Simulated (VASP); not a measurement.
# W in VASP: single point with PBE

Aim: the single point of W with PBE.

Program: VASP 6.6.1. These are calculated values, not measurements. Logs are shortened: lines on timing, memory, paths and dates and some standing lists are left out, and cuts for length are marked.

## Step 1: The cell of the first run

The cell holds a slab with vacuum, 5 atoms: a = 2.767 Å, b = 2.767 Å, c = 24.036 Å, α = 90.00°, β = 90.00°, γ = 109.47°.

## Step 2: Single point, PBE

File INCAR:

```
PREC = Accurate ; ENCUT = 520
EDIFF = 1E-7 ; ISMEAR = -1
SIGMA = 0.05 ; LREAL = False
LASPH = True ; NELM = 60
ALGO = Normal ; ISIF = 2
LWAVE = False ; LCHARG = False
LDIPOL = True ; IDIPOL = 3
DIPOL = 0.5 0.5 0.500 ; GGA = PE
NBANDS = 43
```

File KPOINTS:

```
regular mesh
0
Gamma
  10 10 1
```

File POSCAR:

```
W
1.0
    2.7666047549      0.0000000000      0.0000000000
   -0.9222015850      2.6083799774      0.0000000000
    0.0000000000      0.0000000000     24.0356932927
W
5
Direct
    0.5000000000      0.5000000000      0.3120359338
    0.0000000000      0.0000000000      0.4060179669
    0.5000000000      0.5000000000      0.5000000000
    0.0000000000      0.0000000000      0.5939820331
    0.5000000000      0.5000000000      0.6879640662
```

Potentials or basis: VASP PAW PBE potentials, release 64 (W_sv).

Command:

```console
> cat potpaw_PBE.64/W_sv/POTCAR > POTCAR
> mpirun -np 1 vasp_std > vasp.out
```

OUTCAR:

```text
PREC = Accurate
   ENCUT = 520
   EDIFF = 1E-7
   ISMEAR = -1
   LREAL = False
   LASPH = True
   NELM = 60
   ISIF = 2
   GGA = PE

 ion  position               nearest neighbor table
   1  0.500  0.500  0.312-   2 2.77   2 2.77   2 3.19   2 3.19
   2  0.000  0.000  0.406-   3 2.77   3 2.77   1 2.77   1 2.77   3 3.19   3 3.19   1 3.19   1 3.19

   3  0.500  0.500  0.500-   2 2.77   4 2.77   2 2.77   4 2.77   2 3.19   4 3.19   2 3.19   4 3.19

   4  0.000  0.000  0.594-   3 2.77   3 2.77   5 2.77   5 2.77   3 3.19   3 3.19   5 3.19   5 3.19

   5  0.500  0.500  0.688-   4 2.77   4 2.77   4 3.19   4 3.19

  LATTYP: Found a base centered orthorhombic cell.
 ALAT       =     3.1945999999
 B/A-ratio  =     1.4142135624
 C/A-ratio  =     7.5238506521

  Lattice vectors:

 A1 = (   2.7666047549,   0.0000000000,   0.0000000000)
 A2 = (  -0.9222015850,   2.6083799774,   0.0000000000)
 A3 = (   0.0000000000,   0.0000000000,  24.0356932927)

Analysis of symmetry for initial positions (statically):
=====================================================================
 Subroutine PRICEL returns:
 Original cell was already a primitive cell.

 Routine SETGRP: Setting up the symmetry group for a
 base centered orthorhombic supercell.

 Subroutine GETGRP returns: Found  8 space group operations
 (whereof  8 operations were pure point group operations)
 out of a pool of  8 trial point group operations.

The static configuration has the point symmetry D_2h.

Analysis of symmetry for dynamics (positions and initial velocities):
=====================================================================
 Subroutine PRICEL returns:
 Original cell was already a primitive cell.

 Routine SETGRP: Setting up the symmetry group for a
 base centered orthorhombic supercell.

 Subroutine GETGRP returns: Found  8 space group operations
 (whereof  8 operations were pure point group operations)
 out of a pool of  8 trial point group operations.

The dynamic configuration has the point symmetry D_2h.

 Subroutine INISYM returns: Found  8 space group operations
 (whereof  8 operations are pure point group operations),
 and found     1 'primitive' translations

----------------------------------------------------------------------------------------

                                     Primitive cell

  volume of cell :     173.4501

  direct lattice vectors                    reciprocal lattice vectors
     2.766604755  0.000000000  0.000000000     0.361453872  0.127793242  0.000000000
[... 97 lines left out ...]
   NFREE  =      0    steps in history (QN), initial steepest desc. (CG)
   ISIF   =      2    stress and relaxation
   ISYM   =      2    0-nonsym 1-usesym 2-fastsym
   POTIM  = 0.5000    time-step for ionic-motion
   TEBEG  =    0.0;   TEEND  =   0.0 temperature during run
   PSTRESS=    0.0 pullay stress
   NELECT =      70.0000    total number of electrons
   NUPDOWN=      -1.0000    fix difference up-down
   EMIN   =  10.00;   EMAX   =-10.00  energy-range for DOS
   EFERMI =   0.00;   METHOD = LEGACY
   ISMEAR =    -1;   SIGMA  =   0.05  broadening in eV -4-tet -1-fermi 0-gaus
   EFERMI_NEDOS =   21; number of points for ismear=-14 and -15
   IALGO  =     38    algorithm
   IMIX   =      4    mixing-type and parameters
     AMIX     =   0.40;   BMIX     =  1.00
     AMIX_MAG =   1.60;   BMIX_MAG =  1.00
  volume/ion in A,a.u.               =      34.69       234.10
  Fermi-wavevector in a.u.,A,eV,Ry     =   1.209807  2.286203 19.913924  1.463632
  Thomas-Fermi vector in A             =   2.345373
   LORBIT       =      0    0 simple, 1 ext, 2 COOP (PROOUT), +10 PAW based schemes
   GGA     = PE    functional components
[... 5 lines left out ...]
 non-spin polarized calculation
  energy-cutoff  :      520.00
  volume of cell :      173.45
 maximum number of plane-waves:      4712
 NGX is ok and might be reduce to    24
   NGX = 11   NGY = 11   NGZ = 89

 dipolmoment           0.000000      0.000000      0.000000 electrons x Angstroem

 number of electron      69.9999993 magnetization

 dipolmoment           0.000000      0.000000     -0.000000 electrons x Angstroem

 Free energy of the ion-electron system (eV)
  ---------------------------------------------------
  ext. energy  EPLUGINS =         0.00000000
  ---------------------------------------------------
  free energy    TOTEN  =       -61.71322930 eV

  energy without entropy =      -61.67568743  energy(sigma->0) =      -61.69445836

 E-fermi :   2.6935     XC(G=0):  -7.2341

 val. band max:        2.6892984474   @ k =  -0.1000   0.1000   0.0000
 cond. band min:       2.7148410228   @ k =  -0.4000   0.4000   0.0000
 fundamental gap:      0.0255425754
 Fermi energy:         2.6935402296

 k-point     1 :       0.0000    0.0000    0.0000
  band No.  band energies     occupation
      1     -71.6407      2.00000
      2     -71.6133      2.00000
      3     -71.5507      2.00000
      4     -71.3877      2.00000
      5     -71.3875      2.00000
      6     -36.3182      2.00000
[... 1093 lines left out ...]
     42       5.5913      0.00000
     43       5.6179      0.00000

 [... further k-points ...]

------------------------ aborting loop because EDIFF is reached ----------------------------------------

 vacuum level on the upper side and lower side of the slab       (xc-potential included)        -0.118        -0.118

  FORCE on cell =-STRESS in cart. coord.  units (eV):
  Direction    XX          YY          ZZ          XY          YZ          ZX
  --------------------------------------------------------------------------------------
  -------------------------------------------------------------------------------------
  Total       -6.1915805     -6.6751703     -3.8708885     -0.6838993      0.0000000      0.0000000
  in kB      -57.1922886    -61.6592595    -35.7558094     -6.3172508      0.0000000      0.0000000
  external PRESSURE =     -51.5357858 kB  Pullay stress =       0.0000000 kB

 VOLUME and BASIS-vectors are now :
 -----------------------------------------------------------------------------
  energy-cutoff  :      520.00
  volume of cell :      173.45
      direct lattice vectors                 reciprocal lattice vectors
     2.766604755  0.000000000  0.000000000     0.361453872  0.127793242  0.000000000
    -0.922201585  2.608379977  0.000000000     0.000000000  0.383379726  0.000000000
     0.000000000  0.000000000 24.035693293     0.000000000  0.000000000  0.041604791

 POSITION                                       TOTAL-FORCE (eV/Angst)
 -----------------------------------------------------------------------------------
      0.92220      1.30419      7.50000         0.000000      0.000000      0.771777
      0.00000      0.00000      9.75892        -0.000000      0.000000     -0.699501
      0.92220      1.30419     12.01785         0.000000      0.000000      0.000000
      0.00000      0.00000     14.27677        -0.000000      0.000000      0.699501
      0.92220      1.30419     16.53569         0.000000     -0.000000     -0.771777
 -----------------------------------------------------------------------------------
    total drift:                                0.000000     -0.000000     -0.000000

  FREE ENERGIE OF THE ION-ELECTRON SYSTEM (eV)
  ---------------------------------------------------
  free  energy   TOTEN  =       -61.7132293045 eV

  energy  without entropy=      -61.6756874251  energy(sigma->0) =      -61.69445836

 vacuum level on the upper side and lower side of the slab         7.508         7.508
```

OSZICAR:

```text
N       E                     dE             d eps       ncg     rms          rms(c)
DAV:   1     0.898888539198E+03    0.89889E+03   -0.44459E+04  3106   0.166E+03
DAV:   2    -0.250913185242E+02   -0.92398E+03   -0.90838E+03  2998   0.528E+02
DAV:   3    -0.638626633255E+02   -0.38771E+02   -0.37755E+02  3275   0.109E+02
[... 18 lines left out ...]
DAV:  22    -0.617132240520E+02   -0.96554E-05   -0.26207E-07  2061   0.266E-03    0.264E-03
DAV:  23    -0.617132272683E+02   -0.32164E-05   -0.11897E-07  1935   0.264E-03    0.196E-03
DAV:  24    -0.617132290203E+02   -0.17520E-05   -0.10947E-07  1814   0.193E-03    0.675E-04
DAV:  25    -0.617132292338E+02   -0.21350E-06   -0.14717E-08  1609   0.737E-04    0.326E-04
DAV:  26    -0.617132293045E+02   -0.70691E-07   -0.51301E-09  1546   0.330E-04
   1 F= -.61713229E+02 E0= -.61694458E+02  d E =-.375419E-01
```

stdout:

```text
POSCAR found type information on POSCAR W
 POSCAR found :  1 types and       5 ions
 scaLAPACK will be used
 LDA part: xc-table for (Slater+PW92), standard interpolation
 POSCAR, INCAR and KPOINTS ok, starting setup
 FFT: planning ... GRIDC
 FFT: planning ... GRID_SOFT
 FFT: planning ... GRID
 WAVECAR not read
 entering main loop
```

Run time: 7.5 min. Hardware: 1 thread of Intel Xeon Platinum 8375C at 2.90GHz (Ice Lake), shared host; peak memory 0.37 GiB.

Results:

| Item | Value |
| --- | --- |
| Free energy | -61.7132 eV |
| Largest force | 0.772 eV/Å |
| Band gap on the k mesh | zero (bands 35 and 36 overlap by 1.78 eV) |

Forces on the atoms (eV/Å):
```
W    0.000  0.000  0.772
W    0.000  0.000 -0.700
W    0.000  0.000  0.000
W    0.000  0.000  0.700
W    0.000  0.000 -0.772
```

Caveat: spin-orbit coupling is left out, which moves the levels of the heavy elements.
